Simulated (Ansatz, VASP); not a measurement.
Ga in VASP and in Ansatz

The input INCAR:

```
  PREC = Accurate
  ENCUT = 520
  EDIFF = 1E-7
  ISMEAR = -1
  SIGMA = 0.03
  LREAL = False
  LASPH = True
  NELM = 80
  ALGO = Normal
  ISIF = 2
  LWAVE = False
  LCHARG = False
  GGA = PS
  NBANDS = 20
```

File KPOINTS:

```
regular mesh
0
Gamma
  14 14 11
```

POSCAR

```
Ga
1.0
    1.4244900000     -4.1472950000      0.0000000000
    1.4244900000      4.1472950000      0.0000000000
   -0.1209735000      0.0000000000      3.3299300000
Ga
2
Direct
    0.8690000000      0.1310000000      0.2500000000
    0.1310000000      0.8690000000      0.7500000000
```

Input for Ansatz:

```yaml
crystal:
  lattice:
    - [1.42449, -4.147295, 0.0]
    - [1.42449, 4.147295, 0.0]
    - [-0.1209735, 0.0, 3.32993]
  atoms:
    - { symbol: Ga, position: [0.869, 0.131, 0.25] }
    - { symbol: Ga, position: [0.131, 0.869, 0.75] }
kpoints:
  mp_grid: { grid: [14, 14, 11] }
  band_path:
    path:
      - [0.0, 0.0, 0.0]
      - [-0.5, 0.5, 0.0]
      - [-0.5, 0.5, 0.5]
      - [0.0, 0.0, 0.5]
      - [0.0, 0.0, 0.0]
      - [-0.5, 0.0, 0.5]
      - [0.0, 0.0, 0.0]
      - [-0.5, 0.0, 0.0]
    npoints: 5
scf:
  occupations: { method: fermi_dirac, width: 0.03 }
hamiltonian:
  xc: pbesol
  pseudopotentials: { kind: all_electron, lapw: { basis_error: 0.0005 } }
output:
  forces: true
  stress: true
  eigenvalues: true
```

Change from the starting cell: equal xx and yy strain of +3 %.

Alike in both runs: task single point; functional PBEsol; k mesh 14 × 14 × 11; occupations fermi-dirac, width 0.03 eV; no spin polarisation.

```csv
,VASP,Ansatz
version,VASP 6.6.1,Ansatz 0.2.0
potentials or method,"VASP PAW PBE potentials, release 64 (Ga_d), cutoff 520 eV","all-electron LAPW, scalar-relativistic"
```

```tsv
	VASP	Ansatz	Ansatz less VASP
pressure (GPa)	-4.2	-4.3	-0.08
traceless stress, the component that is largest in VASP (GPa)	0.26	0.27	+0.009
rms of the force components (eV/Å)	0.093	0.094	+0.0003
```

VASP's potentials were made for PBE, not for PBEsol. Atom by atom the forces differ by 0.000 eV/Å (rms over components). Ansatz ran all-electron here, and VASP with PAW potentials.
